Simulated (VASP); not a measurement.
Runs of VASP 6.6.1 on MgO. The structure is that of space group Fm-3m (No. 225), or close to it. The cells are those of the table. 

| task | potentials or basis | cell | k mesh | cutoff (eV) | smearing | gap on the mesh (eV) | pressure (GPa) |
| --- | --- | --- | --- | --- | --- | --- | --- |
| single point | VASP PAW PBE potentials, release 64 (Mg_sv, O) | a = 2.954 Å, angles 60.0°, 2 atoms | 10 × 10 × 10 | 840 | gaussian 0.01 eV | 4.98 | 9.1 |
| single point | VASP PAW PBE potentials, release 64 (Mg_sv, O) | a = 2.971 Å, angles 60.0°, 2 atoms | 10 × 10 × 10 | 840 | gaussian 0.01 eV | 4.81 | (b) |
| single point | VASP PAW PBE potentials, release 64 (Mg, O) | a = 2.920 Å, angles 60.0°, 2 atoms | 10 × 10 × 10 | 600 | gaussian 0.01 eV | (c) | 15.0 |
| single point | VASP PAW PBE potentials, release 64 (Mg_sv, O) | a = 2.988 Å, angles 60.0°, 2 atoms | 10 × 10 × 10 | 840 | gaussian 0.01 eV | 4.65 | 3.2 |
| single point | VASP PAW PBE potentials, release 64 (Mg_sv, O) | a = 3.020 Å, angles 60.0°, 2 atoms | 8 × 8 × 8 | 840 | gaussian 0.1 eV | 4.35 | -1.7 |
| relaxation of cell and atoms | VASP PAW PBE potentials, release 64 (Mg, O) | relaxed to 16 GPa from a = 3.008 Å, angles 60.0°, 2 atoms | 10 × 10 × 10 | 600 | gaussian 0.01 eV | (a) | 16.0 |

Alike in all rows: level PBE; no spin polarisation.

Problem. Fill in the values left out.

Solution. (a) 5.38; (b) 6.1; (c) 5.33.

Caveats: the cell stands under pressure (at least some runs); the cell is relaxed towards a set pressure, so the run minimises the enthalpy, not the energy (at least some runs).

The runs don't all hold the same shells in valence.
